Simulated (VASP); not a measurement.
V2SiN2:

```
V Si N
1.0
     4.22094    0.00000    0.00000
     0.00000    4.22094    0.00000
     0.00000    0.00000    3.87018
V Si N
2 1 2
Cartesian
  0.0000 2.1105 1.9351
  2.1105 0.0000 1.9351
  0.0000 0.0000 0.0000
  2.1105 2.1105 1.9351
  0.0000 0.0000 1.9351
```

The cell was generated, and may not be a known phase.

* Program: VASP 6.6.1
* Task: relaxation of cell and atoms
* Functional: PBE
* Potentials or basis: VASP PAW PBE potentials, release 64 (V_sv, Si, N)
* Cutoff: 600 eV
* k mesh: 4 × 4 × 4
* Occupations: gaussian, width 0.1 eV
* Spin: collinear spin, ferromagnetic start
* Starting moments: [2.0, 2.0, 0.0, 0.0, 0.0] μB

At the start: pressure -19.4 GPa; volume 13.79 Å³/atom.

Where does the relaxation end?

Over 4 steps the energy falls by 143.7 meV/atom and the volume is 12.01 Å³/atom (-12.9 %); space group P4/mmm (No. 123, to 0.1 Å) before and after; moment 0.00 μB per cell.

Step by step:
```csv
step,energy change (eV),largest force (eV/Å),pressure (GPa),volume (Å³)
1,0.0000,0.0000,-19.35,68.95
2,-0.0295,0.0000,32.46,53.54
3,-0.7174,0.0000,-1.12,60.30
4,-0.7186,0.0000,-0.24,60.05
```

Final structure:
```cif
data_structure
_symmetry_space_group_name_H-M 'P 1'
_symmetry_Int_Tables_number 1
_cell_length_a 3.9788
_cell_length_b 3.9788
_cell_length_c 3.7931
_cell_angle_alpha 90.000
_cell_angle_beta 90.000
_cell_angle_gamma 90.000
_cell_volume 60.05
loop_
_atom_site_label
_atom_site_type_symbol
_atom_site_fract_x
_atom_site_fract_y
_atom_site_fract_z
_atom_site_occupancy
V1 V 0.00000 0.50000 0.50000 1
V2 V 0.50000 0.00000 0.50000 1
Si1 Si 0.00000 0.00000 0.00000 1
N1 N 0.50000 0.50000 0.50000 1
N2 N 0.00000 0.00000 0.50000 1
```

Caveat: the k points lie up to 0.41 Å⁻¹ apart in the final cell, too coarse for converged energies and pressures of a metal; the moments typed at the start vanished in this run.
